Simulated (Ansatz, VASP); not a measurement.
## Cs2CrTe6: VASP beside Ansatz

Contents of INCAR:

```
SYSTEM = Cs2CrTe6
PREC = Accurate ; ENCUT = 520
EDIFF = 1E-7 ; ISMEAR = 0
SIGMA = 0.01 ; LREAL = .False.
LASPH = .True. ; NELM = 60
ALGO = Normal ; ISIF = 2
LWAVE = .False. ; LCHARG = .False.
GGA = PE ; NBANDS = 43
```

Contents of KPOINTS:

```
Automatic mesh
0
Gamma
  3 3 3
  0 0 0
```

File POSCAR:

```
Cs2CrTe6
1.0
    0.0000000000      5.5395500000      5.5395500000
    5.5395500000      0.0000000000      5.5395500000
    5.5395500000      5.5395500000      0.0000000000
Te Cr Cs
6 1 2
Direct
    0.8080000000      0.1920000000      0.1920000000
    0.1920000000      0.8080000000      0.1920000000
    0.1920000000      0.8080000000      0.8080000000
    0.8080000000      0.1920000000      0.8080000000
    0.1920000000      0.1920000000      0.8080000000
    0.8080000000      0.8080000000      0.1920000000
    0.0000000000      0.0000000000      0.0000000000
    0.2500000000      0.2500000000      0.2500000000
    0.7500000000      0.7500000000      0.7500000000
```

Input for Ansatz:

```yaml
crystal:
  lattice:
    - [0.0, 5.53955, 5.53955]
    - [5.53955, 0.0, 5.53955]
    - [5.53955, 5.53955, 0.0]
  atoms:
    - { symbol: Te, position: [0.808, 0.192, 0.192] }
    - { symbol: Te, position: [0.192, 0.808, 0.192] }
    - { symbol: Te, position: [0.192, 0.808, 0.808] }
    - { symbol: Te, position: [0.808, 0.192, 0.808] }
    - { symbol: Te, position: [0.192, 0.192, 0.808] }
    - { symbol: Te, position: [0.808, 0.808, 0.192] }
    - { symbol: Cr, position: [0.0, 0.0, 0.0] }
    - { symbol: Cs, position: [0.25, 0.25, 0.25] }
    - { symbol: Cs, position: [0.75, 0.75, 0.75] }
  symmetry: { tolerance: 0.0003 }
kpoints:
  mp_grid: { grid: [3, 3, 3], shift: [0, 0, 0] }
magnetization:
  spin_polarized: false
scf:
  occupations: { method: gaussian, width: 0.01 }
hamiltonian:
  pseudopotentials: { kind: paw }
  xc: pbe
basis:
  ecutwfc: 420
output:
  forces: true
  stress: true
  eigenvalues: true
```

Alike in both runs: task single point; functional PBE; k mesh 3 × 3 × 3; occupations gaussian, width 0.01 eV; no spin polarisation.

|  | VASP | Ansatz |
| --- | --- | --- |
| version | VASP 6.6.1 | Ansatz 0.2.0 |
| potentials or method | VASP PAW PBE potentials, release 64 (Te, Cr_pv, Cs_sv), cutoff 520 eV | PAW plane waves |
| valence electrons in the cell | 66 | 128 |

|  | VASP | Ansatz | Ansatz less VASP |
| --- | --- | --- | --- |
| gap on the k mesh at the Fermi level (eV) | none | none | - |
| pressure (GPa) | 21.9 | 22.1 | +0.15 |
| rms of the force components (eV/Å) | 4.857 | 4.897 | +0.0398 |

Atom by atom the forces differ by 0.040 eV/Å (rms over components). A gap of «none» marks a metal or a gap that the smearing closes. The functional is the same, so the differences come from potentials, cutoffs and numerics. VASP's potentials hold 66 valence electrons a cell and Ansatz's 128, so a difference there can come from the potentials and not from the codes.

Spin-orbit coupling is off throughout.
